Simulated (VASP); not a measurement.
Input of a VASP 6.6.1 run:

File INCAR:

```
ALGO     = Normal         # electronic algorithm
EDIFF    = 1E-6           # SCF threshold, eV
ENCUT    = 500            # plane-wave cutoff, eV
GGA      = PE             # functional
GGA_COMPAT= F            
ISIF     = 2              # what is computed and relaxed
ISMEAR   = 0              # smearing method
LASPH    = T              # aspherical terms in the spheres
LCHARG   = F              # write CHGCAR
LREAL    = F              # projectors in reciprocal space
LWAVE    = F              # write WAVECAR
NBANDS   = 22             # bands
NELM     = 120            # most SCF steps
PREC     = Accurate       # precision mode
SIGMA    = 0.2            # smearing width, eV
```

File KPOINTS:

```
k-points
0
Gamma
  5 5 5
```

Contents of POSCAR:

```
GaAs3
1.0
   -2.7230493449      2.7230493449      2.7230493449
    2.7230493449     -2.7230493449      2.7230493449
    2.7230493449      2.7230493449     -2.7230493449
Ga As
1 3
Direct
    0.0000000000      0.0000000000      0.0000000000
    0.0000000000      0.5000000000      0.5000000000
    0.5000000000      0.0000000000      0.5000000000
    0.5000000000      0.5000000000      0.0000000000
```

Potentials or basis: VASP PAW PBE potentials, release 64 (Ga_d, As).

Launch:

```sh
$ cat potpaw_PBE.64/Ga_d/POTCAR potpaw_PBE.64/As/POTCAR > POTCAR
$ mpirun -np 1 vasp_std > vasp.out
```

(1) Predict the pressure.

(2) Estimate the band gap on the k mesh.

Results:

(1) -0.6 GPa.

(2) zero (bands 14 and 15 overlap by 2.94 eV).
